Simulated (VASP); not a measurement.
# Rh: single point with LDA

The system is Rh.

```
Rh
1.0
     2.57750    0.00000    0.00000
    -1.28875    2.23218    0.00000
     0.00000    0.00000    7.97350
Rh
4
Cartesian
  0.0000 0.0000 0.0000
  0.0000 1.4881 1.9934
  0.0000 0.0000 3.9867
  1.2888 0.7441 5.9801
```

This isn't the form of Rh at room conditions, which is fcc.

| Property | Result |
| --- | --- |
| Program | VASP 6.6.1 |
| Task | single point |
| Functional | LDA |
| Potentials or basis | VASP PAW LDA potentials, release 64 (Rh_pv) |
| Cutoff | 520 eV |
| k mesh | 18 × 18 × 6 |
| Occupations | gaussian, width 0.15 eV |
| Spin | no spin polarisation |
| Dipole correction | no |
| Further INCAR settings | ALGO = Fast; EDIFF = 1e-06; NBANDS = 38 |

* Pressure: 68.8 GPa
* Band gap on the k mesh: zero (bands 30 and 31 overlap by 2.50 eV)

Stress tensor (GPa, compression positive):
```
57.11  0.00  0.00
 0.00 57.11  0.00
 0.00  0.00 92.08
```

Levels at points of the mesh, in eV from the Fermi level:
```
           k point  band 27  band 28  band 29  band 30  band 31  band 32  band 33  band 34
(0.00, 0.00, 0.00)    -3.53    -2.20    -2.20    -1.47    -1.47    -0.42    -0.42     0.70
(0.50, 0.00, 0.00)     0.57     0.61     0.90     0.92     1.02     1.18     1.29     2.36
(0.00, 0.00, 0.50)    -1.65    -1.65    -1.65    -1.65    -1.00    -1.00     0.10     0.10
(0.50, 0.00, 0.50)    -0.16    -0.16     0.48     0.48     0.91     0.91     3.32     3.32
```

Run time: 3.5 min on 1 thread of Intel Xeon 8259CL, on a shared host, peak memory 0.28 GiB.

Caveat: the stress differs along the axes, from 57 to 92 GPa.
